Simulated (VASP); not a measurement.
# MnH4 (P-3m1) in VASP: single point with PBE

Aim: the single point of MnH4 with PBE.

All numbers are computed with VASP 6.6.1; they aren't measurements. Logs are shortened: lines on timing, memory, paths and dates and some standing lists are left out, and cuts for length are marked.

### 1 The cell of the first run

The structure is trigonal, space group P-3m1 (No. 164). The conventional cell has a = 2.428 Å, b = 2.428 Å, c = 8.684 Å, α = 90.00°, β = 90.00°, γ = 120.00°. Mn (site symmetry -3m) has 6 H at 1.74 Å within 2.3 Å. Within 2.3 Å of H (site symmetry 3m) lie 3 Mn at 1.74 Å. Within 1.9 Å of H (site symmetry 3m) lie 3 H at 1.40 Å.

The cell was generated, and may not be a known phase.

### 2 Single point, PBE, collinear spin, ferromagnetic start

INCAR

```
PREC = Accurate ; ENCUT = 520
EDIFF = 1E-6 ; ISMEAR = 0
SIGMA = 0.1 ; LREAL = F
LASPH = T ; NELM = 150
ALGO = Normal ; ISIF = 2
LWAVE = F ; LCHARG = F
ISPIN = 2 ; MAGMOM = 1.56 0 0 0 0
LORBIT = 11 ; LMAXMIX = 4
GGA = PE ; NBANDS = 20
```

KPOINTS

```
Automatic mesh
0
Gamma
  18 18 6
```

POSCAR

```
MnH4
1.0
    2.4275941887      0.0000000000      0.0000000000
   -1.2137970944      2.1023582375      0.0000000000
    0.0000000000      0.0000000000      8.6841000947
Mn H
1 4
Direct
    0.0000000000      0.0000000000      0.0000000000
    0.3333333333      0.6666666667      0.8808841188
    0.3333333333      0.6666666667      0.4999588330
    0.6666666667      0.3333333333      0.1191158812
    0.6666666667      0.3333333333      0.5000411670
```

Potentials or basis: VASP PAW PBE potentials, release 64 (Mn_pv, H).

Launch:

```sh
$ cat potpaw_PBE.64/Mn_pv/POTCAR potpaw_PBE.64/H/POTCAR > POTCAR
$ mpirun -np 1 vasp_std > vasp.out
```

OUTCAR:

```text
PREC = Accurate
   ENCUT = 520
   EDIFF = 1E-6
   ISMEAR = 0
   LREAL = F
   LASPH = T
   NELM = 150
   ISIF = 2
   ISPIN = 2
   LORBIT = 11
   GGA = PE

 ion  position               nearest neighbor table
   1  0.000  0.000  0.000-   2 1.74   4 1.74   4 1.74   2 1.74   4 1.74   2 1.74
   2  0.333  0.667  0.881-   1 1.74   1 1.74   1 1.74
   3  0.333  0.667  0.500-
   4  0.667  0.333  0.119-   1 1.74   1 1.74   1 1.74
   5  0.667  0.333  0.500-

  LATTYP: Found a hexagonal cell.
 ALAT       =     2.4275941887
 C/A-ratio  =     3.5772453794

  Lattice vectors:

 A1 = (   2.4275941887,   0.0000000000,   0.0000000000)
 A2 = (  -1.2137970944,   2.1023582375,   0.0000000000)
 A3 = (   0.0000000000,   0.0000000000,   8.6841000947)

Analysis of symmetry for initial positions (statically):
=====================================================================
 Subroutine PRICEL returns:
 Original cell was already a primitive cell.

 Routine SETGRP: Setting up the symmetry group for a
 hexagonal supercell.

 Subroutine GETGRP returns: Found 12 space group operations
 (whereof 12 operations were pure point group operations)
 out of a pool of 24 trial point group operations.

The static configuration has the point symmetry D_3d.

Analysis of symmetry for dynamics (positions and initial velocities):
=====================================================================
 Subroutine PRICEL returns:
 Original cell was already a primitive cell.

 Routine SETGRP: Setting up the symmetry group for a
 hexagonal supercell.

 Subroutine GETGRP returns: Found 12 space group operations
 (whereof 12 operations were pure point group operations)
 out of a pool of 24 trial point group operations.

The dynamic configuration has the point symmetry D_3d.

Analysis of structural, dynamic, and magnetic symmetry:
=====================================================================
 Subroutine PRICEL returns:
 Original cell was already a primitive cell.

 Routine SETGRP: Setting up the symmetry group for a
 hexagonal supercell.

 Subroutine GETGRP returns: Found 12 space group operations
 (whereof 12 operations were pure point group operations)
 out of a pool of 24 trial point group operations.

The overall configuration has the point symmetry D_3d.

 Subroutine INISYM returns: Found 12 space group operations
 (whereof 12 operations are pure point group operations),
 and found     1 'primitive' translations

----------------------------------------------------------------------------------------

                                     Primitive cell

  volume of cell :      44.3208

  direct lattice vectors                    reciprocal lattice vectors
     2.427594189  0.000000000  0.000000000     0.411930464  0.237828164  0.000000000
    -1.213797094  2.102358237  0.000000000     0.000000000  0.475656328  0.000000000
     0.000000000  0.000000000  8.684100095     0.000000000  0.000000000  0.115152979

  length of vectors
     2.427594189  2.427594189  8.684100095     0.475656328  0.475656328  0.115152979

  position of ions in fractional coordinates (direct lattice)
     0.000000000  0.000000000  0.000000000
     0.333333333  0.666666667  0.880884119
     0.333333333  0.666666667  0.499958833
     0.666666667  0.333333333  0.119115881
     0.666666667  0.333333333  0.500041167

  ion indices of the primitive-cell ions
   primitive index   ion index
                 1           1
                 2           2
                 3           3
                 4           4
                 5           5

----------------------------------------------------------------------------------------

 KPOINTS: Automatic mesh

Automatic generation of k-mesh.
 Grid dimensions read from file:
 generate k-points for:   18   18    6

 Generating k-lattice:

  Cartesian coordinates                     Fractional coordinates (reciprocal lattice)
     0.022885026  0.013212676  0.000000000     0.055555556 -0.000000000  0.000000000
     0.000000000  0.026425352  0.000000000     0.000000000  0.055555556  0.000000000
     0.000000000  0.000000000  0.019192163     0.000000000  0.000000000  0.166666667

  Length of vectors
     0.026425352  0.026425352  0.019192163

  Shift w.r.t. Gamma in fractional coordinates (k-lattice)
     0.000000000  0.000000000  0.000000000

 Subroutine IBZKPT returns following result:
 ===========================================

 Found    202 irreducible k-points:

 Following reciprocal coordinates:
            Coordinates               Weight
  0.000000  0.000000  0.000000      1.000000
  0.055556 -0.000000  0.000000      6.000000
  0.111111 -0.000000  0.000000      6.000000
  0.166667 -0.000000  0.000000      6.000000
  0.222222 -0.000000  0.000000      6.000000
  0.277778 -0.000000  0.000000      6.000000
[... 16 lines left out ...]
  0.333333  0.111111  0.000000     12.000000
  0.388889  0.111111  0.000000     12.000000
 [... further k-points ...]
   k-points           NKPTS =    202   k-points in BZ     NKDIM =    202   number of bands    NBANDS=     20
   number of dos      NEDOS =    301   number of ions     NIONS =      5
   total plane-waves  NPLWV =  22680
   dimension x,y,z NGX =    18 NGY =   18 NGZ =   70
   dimension x,y,z NGXF=    36 NGYF=   36 NGZF=  140
   ions per type =               1   4
   NGX,Y,Z   is equivalent  to a cutoff of  12.33, 12.33, 13.40 a.u.
   NGXF,Y,Z  is equivalent  to a cutoff of  24.65, 24.65, 26.80 a.u.
 SYSTEM =  unknown system
   PREC   = accura    normal or accurate (medium, high low for compatibility)
   ISTART =      0    job   : 0-new  1-cont  2-samecut
   ICHARG =      2    charge: 1-file 2-atom 10-const
   ISPIN  =      2    spin polarized calculation?
   LNONCOLLINEAR =      F non collinear calculations
   LSORBIT =      F    spin-orbit coupling
   LASPH  =      T    aspherical Exc in radial PAW
   ENCUT  =  520.0 eV  38.22 Ry    6.18 a.u.   4.51  4.51 16.15*2*pi/ulx,y,z
   NELM   =    150;   NELMIN=  2; NELMDL= -5     # of ELM steps
   EDIFF  = 0.1E-05   stopping-criterion for ELM
   LREAL  =      F    real-space projection
   EDIFFG = 0.1E-04   stopping-criterion for IOM
   NSW    =      0    number of steps for IOM
   IBRION =     -1    ionic relax: 0-MD 1-quasi-New 2-CG
   NFREE  =      0    steps in history (QN), initial steepest desc. (CG)
   ISIF   =      2    stress and relaxation
   ISYM   =      2    0-nonsym 1-usesym 2-fastsym
   POTIM  = 0.5000    time-step for ionic-motion
   TEBEG  =    0.0;   TEEND  =   0.0 temperature during run
   PSTRESS=    0.0 pullay stress
   NELECT =      17.0000    total number of electrons
   NUPDOWN=      -1.0000    fix difference up-down
   EMIN   =  10.00;   EMAX   =-10.00  energy-range for DOS
   EFERMI =   0.00;   METHOD = LEGACY
   ISMEAR =     0;   SIGMA  =   0.10  broadening in eV -4-tet -1-fermi 0-gaus
   EFERMI_NEDOS =   21; number of points for ismear=-14 and -15
   IALGO  =     38    algorithm
   IMIX   =      4    mixing-type and parameters
     AMIX     =   0.40;   BMIX     =  1.00
     AMIX_MAG =   1.60;   BMIX_MAG =  1.00
  volume/ion in A,a.u.               =       8.86        59.82
  Fermi-wavevector in a.u.,A,eV,Ry     =   1.189475  2.247782 19.250208  1.414850
  Thomas-Fermi vector in A             =   2.325581
   LORBIT       =     11    0 simple, 1 ext, 2 COOP (PROOUT), +10 PAW based schemes
   GGA     = PE    functional components
   LHFCALC =     F    Hartree Fock is set to
   AEXX    =    0.0000 exact exchange contribution
   IVDW    =     0    specifies the selected vdW correction
   LEPSILON=     F    determine dielectric tensor
   LRPA    =     F    only Hartree local field effects (RPA)
 spin polarized calculation
 Gauss-broadening in eV      SIGMA  =   0.10
  energy-cutoff  :      520.00
  volume of cell :       44.32
 maximum number of plane-waves:      1220
   NGX =  9   NGY =  9   NGZ = 33

 number of electron      17.0000012 magnetization       1.7402162

 Free energy of the ion-electron system (eV)
  ---------------------------------------------------
  ext. energy  EPLUGINS =         0.00000000
  ---------------------------------------------------
  free energy    TOTEN  =       -20.60459613 eV

  energy without entropy =      -20.59669879  energy(sigma->0) =      -20.60064746

 E-fermi :   0.8683     XC(G=0):  -8.2232

 val. band max:        0.8589333331   @ k =   0.2778   0.2222   0.0000
 cond. band min:       0.8903616996   @ k =   0.1111   0.0556   0.0000
 fundamental gap:      0.0314283665
 Fermi energy:         0.8682592845

 spin component 1

 k-point     1 :       0.0000    0.0000    0.0000
  band No.  band energies     occupation
      1     -48.2382      1.00000
      2     -47.6887      1.00000
      3     -47.6887      1.00000
      4      -8.9462      1.00000
      5      -7.8844      1.00000
      6      -4.9008      1.00000
[... 12 lines left out ...]
     19      26.7441      0.00000
[... 513 lines left out ...]
      4      -5.6855      1.00000
      5      -3.4605      1.00000
      6      -2.6868      1.00000
[... 12 lines left out ...]
     19      15.9043      0.00000
     20      17.0129      0.00000

 [... further k-points ...]

 spin component 2

 k-point     1 :       0.0000    0.0000    0.0000
  band No.  band energies     occupation
      1     -46.0501      1.00000
      2     -46.0501      1.00000
      3     -45.8745      1.00000
      4      -8.7497      1.00000
      5      -7.8784      1.00000
      6      -4.8222      1.00000
[... 12 lines left out ...]
     19      26.9010      0.00000
[... 513 lines left out ...]
      4      -5.1051      1.00000
      5      -3.1521      1.00000
      6      -2.0630      1.00000
[... 12 lines left out ...]
     19      16.2609      0.00000
     20      17.2714      0.00000

 [... further k-points ...]

------------------------ aborting loop because EDIFF is reached ----------------------------------------

  FORCE on cell =-STRESS in cart. coord.  units (eV):
  Direction    XX          YY          ZZ          XY          YZ          ZX
  --------------------------------------------------------------------------------------
  -------------------------------------------------------------------------------------
  Total       -0.0007786     -0.0007786     -0.0117164      0.0000000     -0.0000000     -0.0000000
  in kB       -0.0281457     -0.0281457     -0.4235434      0.0000000     -0.0000000     -0.0000000
  external PRESSURE =      -0.1599449 kB  Pullay stress =       0.0000000 kB

 VOLUME and BASIS-vectors are now :
 -----------------------------------------------------------------------------
  energy-cutoff  :      520.00
  volume of cell :       44.32
      direct lattice vectors                 reciprocal lattice vectors
     2.427594189  0.000000000  0.000000000     0.411930464  0.237828164  0.000000000
    -1.213797094  2.102358237  0.000000000     0.000000000  0.475656328  0.000000000
     0.000000000  0.000000000  8.684100095     0.000000000  0.000000000  0.115152979

 POSITION                                       TOTAL-FORCE (eV/Angst)
 -----------------------------------------------------------------------------------
      0.00000      0.00000      0.00000         0.000000      0.000000      0.000000
     -0.00000      1.40157      7.64969        -0.000000      0.000000     -0.011981
     -0.00000      1.40157      4.34169         0.000000     -0.000000      0.002374
      1.21380      0.70079      1.03441         0.000000     -0.000000      0.011981
      1.21380      0.70079      4.34241        -0.000000      0.000000     -0.002374
 -----------------------------------------------------------------------------------
    total drift:                               -0.000000      0.000000     -0.000000

  FREE ENERGIE OF THE ION-ELECTRON SYSTEM (eV)
  ---------------------------------------------------
  free  energy   TOTEN  =       -20.6045961343 eV

  energy  without entropy=      -20.5966987919  energy(sigma->0) =      -20.60064746

 total charge

# of ion       s       p       d       tot
------------------------------------------
    1        0.374   6.429   5.242  12.044
    2        0.550   0.021   0.000   0.571
    3        0.414   0.009   0.000   0.423
    4        0.550   0.021   0.000   0.571
    5        0.414   0.009   0.000   0.423
--------------------------------------------------
tot          2.300   6.490   5.242  14.032

 magnetization (x)

# of ion       s       p       d       tot
------------------------------------------
    1        0.016   0.011   1.729   1.756
    2       -0.028   0.004   0.000  -0.024
    3       -0.000  -0.000   0.000  -0.000
    4       -0.028   0.004   0.000  -0.024
    5       -0.000  -0.000   0.000  -0.000
--------------------------------------------------
tot         -0.040   0.018   1.729   1.707
```

It took 5.3 min on 1 thread of Intel Xeon Platinum 8259CL at 2.50GHz (Skylake/Cascade Lake), shared host; peak memory 0.37 GiB.

What came out:

```yaml
Free_energy: -20.6046 eV
Pressure: 0.0 GPa
Largest_force: 0.012 eV/Å
Net_moment: 1.74 μB per cell
Site_moments: Mn +1.76; H -0.02, -0.00 (each value once) μB
Valence_electrons_inside_the_program's_atomic_spheres: Mn 12.04; H 0.57, 0.42 (each value once)
```

Forces on the atoms (eV/Å):
```
Mn   0.000  0.000  0.000
H    0.000  0.000 -0.012
H    0.000  0.000  0.002
H    0.000  0.000  0.012
H    0.000  0.000 -0.002
```

Levels at points of the mesh, in eV from the Fermi level:
Spin up:
```csv
k point,band 7,band 8,band 9,band 10,band 11,band 12
"(0.00, 0.00, 0.00)",-3.38,-1.83,-1.83,-0.22,-0.22,3.81
"(0.50, 0.00, 0.00)",-2.65,-1.17,-0.84,1.09,1.23,4.47
"(0.00, 0.00, 0.50)",-3.41,-1.83,-1.83,-0.22,-0.22,3.33
"(0.50, 0.00, 0.50)",-2.66,-1.17,-0.84,1.09,1.22,4.47
```
Spin down:
```csv
k point,band 5,band 6,band 7,band 8,band 9,band 10,band 11,band 12
"(0.00, 0.00, 0.00)",-8.75,-5.69,-1.97,-0.57,-0.57,1.84,1.84,3.83
"(0.50, 0.00, 0.00)",-3.48,-2.94,-2.65,0.62,1.13,1.25,2.55,5.49
"(0.00, 0.00, 0.50)",-8.78,-5.64,-2.02,-0.57,-0.57,1.84,1.84,3.54
"(0.50, 0.00, 0.50)",-3.47,-2.95,-2.65,0.64,1.13,1.22,2.55,5.49
```
